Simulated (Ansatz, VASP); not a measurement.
AgCl in VASP and in Ansatz

```
CELL_PARAMETERS angstrom
3.53000 0.00000 0.00000
0.00000 4.01100 0.00000
-0.97255 0.00000 5.15201
ATOMIC_POSITIONS crystal
Ag 0.15700 0.25000 0.21000
Ag 0.84300 0.75000 0.79000
Cl 0.30800 0.25000 0.70500
Cl 0.69200 0.75000 0.29500
```

Alike in both runs: task single point; functional PBEsol; k mesh 6 × 6 × 4; no spin polarisation.

|  | VASP | Ansatz |
| --- | --- | --- |
| version | VASP 6.6.1 | Ansatz 0.2.0 |
| potentials or method | VASP PAW PBE potentials, release 64 (Ag, Cl), cutoff 520 eV | plane waves, PAW |
| occupations | gaussian, width 0.01 eV | fixed |
| valence electrons in the cell | 36 | 52 |

VASP gave:

- pressure (GPa): 4.6
- traceless stress, the component that is largest in VASP (GPa): -0.94

Task: Estimate Ansatz's values.

Result: Pressure (GPa): 4.7; traceless stress, the component that is largest in VASP (GPa): -0.94.

VASP's potentials were made for PBE, not for PBEsol. VASP's potentials hold 36 valence electrons a cell and Ansatz's 52, so a difference there can come from the potentials and not from the codes.
